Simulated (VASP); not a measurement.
Wanted: the native input for a VASP 6.6.1 run.

```
Task                   : single point
Functional             : PBE
Potentials or basis    : VASP PAW PBE potentials, release 64 (Al, O)
Cutoff                 : 520 eV
k mesh                 : 6 × 6 × 6
Occupations            : gaussian, width 0.05 eV
Spin                   : no spin polarisation
Dipole correction      : no
Further INCAR settings : ALGO = Normal; EDIFF = 1e-06; NBANDS = 35
```

The structure of Al2O3 lies in POSCAR:

```
Al2O3
1.0
    2.4029024788      1.3873163930      4.6116504374
   -2.4029024788      1.3873163930      4.6116504374
    0.0000000000     -2.7746327860      4.6116504374
Al O
4 6
Direct
    0.8521293568      0.8521293568      0.8521293568
    0.6478706432      0.6478706432      0.6478706432
    0.1478706432      0.1478706432      0.1478706432
    0.3521293568      0.3521293568      0.3521293568
    0.0561574040      0.4438425960      0.7500000000
    0.7500000000      0.0561574040      0.4438425960
    0.4438425960      0.7500000000      0.0561574040
    0.9438425960      0.5561574040      0.2500000000
    0.2500000000      0.9438425960      0.5561574040
    0.5561574040      0.2500000000      0.9438425960
```

One way to write it, as run:

INCAR

```
PREC = Accurate ; ENCUT = 520
EDIFF = 1E-6 ; ISMEAR = 0
SIGMA = 0.05 ; LREAL = False
LASPH = True ; NELM = 60
ALGO = Normal ; ISIF = 2
LWAVE = False ; LCHARG = False
GGA = PE ; NBANDS = 35
```

KPOINTS

```
Automatic mesh
0
Gamma
  6 6 6
```

Potentials or basis: VASP PAW PBE potentials, release 64 (Al, O).

Launch:

```sh
$ cat potpaw_PBE.64/Al/POTCAR potpaw_PBE.64/O/POTCAR > POTCAR
$ mpirun -np 1 vasp_std > vasp.out
```

It gave:

```yaml
Pressure: -10.2 GPa
Largest_force: 0.180 eV/Å
Band_gap_on_the_k_mesh: 5.05 eV
```

Caveat: the cell stands under tension.

It took 3.3 min on 1 thread of Intel Xeon 8259CL, with other jobs on the host, peak memory 0.27 GiB.
